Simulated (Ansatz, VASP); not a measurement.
# SiC: VASP beside Ansatz

```
Si C
1.0
     3.07600    0.00000    0.00000
    -1.53800    2.66389    0.00000
     0.00000    0.00000    5.04800
Si C
2 2
Direct
  0.33333 0.66667 0.00000
  0.66667 0.33333 0.50000
  0.33333 0.66667 0.38500
  0.66667 0.33333 0.88500
```

Alike in both runs: task single point; functional PBE; k mesh 7 × 7 × 4; no spin polarisation.

|  | VASP | Ansatz |
| --- | --- | --- |
| version | VASP 6.6.1 | Ansatz 0.2.0 |
| potentials or method | VASP PAW PBE potentials, release 64 (Si, C), cutoff 600 eV | plane waves, PAW |
| occupations | gaussian, width 0.1 eV | gaussian |
| valence electrons in the cell | 16 | 16 |

VASP gave:

| Property | Result |
| --- | --- |
| gap on the k mesh at the Fermi level (eV) | 2.63 |

Problem. Which values does Ansatz return?

Solution. gap on the k mesh at the Fermi level (eV): 2.64.
